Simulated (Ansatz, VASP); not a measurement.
## One calculation of LiF, two programs

INCAR

```
  ALGO = Normal
  EDIFF = 1E-7
  ENCUT = 520
  GGA = CA
  ISIF = 2
  ISMEAR = 0
  LASPH = T
  LCHARG = F
  LREAL = F
  LWAVE = F
  NBANDS = 18
  NELM = 60
  PREC = Accurate
  SIGMA = 0.05
```

KPOINTS

```
k-points
0
Gamma
  9 9 6
```

POSCAR

```
LiF
1.0
    2.9734262696      0.0000000000      0.0000000000
   -1.4867131348      2.5750626857      0.0000000000
    0.0000000000      0.0000000000      4.6834437172
Li F
2 2
Direct
    0.3333333333      0.6666666667      0.3839784076
    0.6666666667      0.3333333333      0.8839784076
    0.3333333333      0.6666666667      0.9910195924
    0.6666666667      0.3333333333      0.4910195924
```

Input for Ansatz:

```yaml
crystal:
  lattice:
    - [2.9734262696, 0.0, 0.0]
    - [-1.4867131348, 2.5750626857, 0.0]
    - [0.0, 0.0, 4.6834437172]
  atoms:
    - { symbol: Li, position: [0.3333333333, 0.6666666667, 0.3839784076] }
    - { symbol: Li, position: [0.6666666667, 0.3333333333, 0.8839784076] }
    - { symbol: F, position: [0.3333333333, 0.6666666667, 0.9910195924] }
    - { symbol: F, position: [0.6666666667, 0.3333333333, 0.4910195924] }
basis:
  ecutwfc: 520.0
kpoints:
  mp_grid: { grid: [9, 9, 6] }
hamiltonian:
  xc: lda
scf:
  occupations: { method: gaussian, width: 0.05 }
output:
  forces: true
  stress: true
  eigenvalues: true
  write_density: true
  write_potential: true
  elf: true
  volumetric_format: npy
```

Alike in both runs: task single point; functional LDA; k mesh 9 × 9 × 6; occupations gaussian, width 0.05 eV; no spin polarisation.

|  | VASP | Ansatz |
| --- | --- | --- |
| version | VASP 6.6.1 | Ansatz 0.2.0 |
| potentials or method | VASP PAW LDA potentials, release 64 (Li_sv, F), cutoff 520 eV | scalar-relativistic, plane waves, PAW |
| valence electrons in the cell | 20 | 20 |

```csv
,VASP,Ansatz,Ansatz less VASP
gap on the k mesh at the Fermi level (eV),8.03,8.05,+0.016
least direct gap on the mesh (eV),8.03,8.05,+0.016
rms of the force components (eV/Å),0.065,0.065,+0.0003
```

LDA's correlation is that of Perdew and Zunger in VASP and of Perdew and Wang (1992) in Ansatz. Atom by atom the forces differ by 0.000 eV/Å (rms over components).

Noted on VASP's run: the cutoff is short for stress, so the pressure is rough.
